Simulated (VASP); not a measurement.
Here is a VASP 6.6.1 calculation.

File POSCAR:

```
P
1.0
    1.5892303000     -5.0413650000      0.0000000000
    1.5892303000      5.0413650000      0.0000000000
    0.0000000000      0.0000000000      4.2059388000
P
4
Direct
    0.0980000000      0.9020000000      0.9100000000
    0.5980000000      0.4020000000      0.5900000000
    0.9020000000      0.0980000000      0.0900000000
    0.4020000000      0.5980000000      0.4100000000
```

The input INCAR.step1:

```
PREC = Accurate ; ENCUT = 520
ISMEAR = 0 ; SIGMA = 0.05
LREAL = False ; LASPH = True
NELM = 80 ; NBANDS = 18
GGA = PE ; ALGO = Normal
EDIFF = 1E-4 ; LWAVE = True
LCHARG = False
```

The input INCAR.step2:

```
PREC = Accurate ; ENCUT = 520
EDIFF = 1E-7 ; ISMEAR = 0
SIGMA = 0.05 ; LREAL = False
LASPH = True ; NELM = 80
ALGO = Normal ; ISIF = 2
LWAVE = False ; LCHARG = False
METAGGA = R2SCAN ; LMIXTAU = True
NBANDS = 18 ; ISTART = 1
```

File KPOINTS:

```
regular mesh
0
Gamma
  12 12 8
```

Potentials or basis: VASP PAW PBE potentials, release 64 (P).

The run is started by

```bash
$ cat potpaw_PBE.64/P/POTCAR > POTCAR
$ cp INCAR.step1 INCAR
$ mpirun -np 1 vasp_std > vasp.out
$ cp INCAR.step2 INCAR
$ mpirun -np 1 vasp_std > vasp.out
```

Question: What does it give for the pressure?

Answer: 19.6 GPa.

Question: What does it give for the largest force?

Answer: 1.949 eV/Å.

Forces in eV/Å, atoms in the order of the input:
```
P    0.000 -1.385  1.372
P    0.000 -1.385 -1.372
P    0.000  1.385 -1.372
P    0.000  1.385  1.372
```

Caveat: the cell differs from its parent crystal (functional r2SCAN, strained); the PAW data sets were made with another functional, which shifts forces and pressure a little.
